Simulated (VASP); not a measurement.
Crystal: Zn3Bi2.

```
CELL_PARAMETERS angstrom
4.73955 0.00000 0.00000
0.00000 4.73955 0.00000
0.00000 0.00000 4.73955
ATOMIC_POSITIONS crystal
Zn 0.50000 0.00000 0.00000
Zn 0.00000 0.50000 0.00000
Zn 0.00000 0.00000 0.50000
Bi 0.50000 0.50000 0.50000
Bi 0.00000 0.00000 0.00000
```

- Program: VASP 6.6.1
- Task: relaxation of cell and atoms
- Functional: PBE
- Potentials or basis: VASP PAW PBE potentials, release 64 (Zn, Bi_d)
- Cutoff: 600 eV
- k mesh: 4 × 4 × 4
- Occupations: gaussian, width 0.1 eV
- Spin: no spin polarisation

At the start: pressure 24.9 GPa; volume 21.29 Å³/atom.

Problem. Where does the relaxation end?

Solution. Over 4 steps the energy falls by 490.2 meV/atom and the volume is 30.16 Å³/atom (+41.7 %); space group Pm-3m (No. 221, to 0.05 Å).

The path:
```
step  energy change (eV)  largest force (eV/Å)  pressure (GPa)  volume (Å³)
   1              0.0000                0.0000           24.85       106.47
   2             -2.3246                0.0000           -2.32       165.90
   3             -2.4490                0.0000            0.38       148.67
   4             -2.4509                0.0000           -0.05       150.81
```

Final structure:
```
CELL_PARAMETERS angstrom
5.32284 0.00000 0.00000
0.00000 5.32284 0.00000
0.00000 0.00000 5.32284
ATOMIC_POSITIONS crystal
Zn 0.50000 0.00000 0.00000
Zn 0.00000 0.50000 0.00000
Zn 0.00000 0.00000 0.50000
Bi 0.50000 0.50000 0.50000
Bi 0.00000 0.00000 0.00000
```

Caveat: the volume moved by over 15 % at a fixed basis, so the end points are rough.
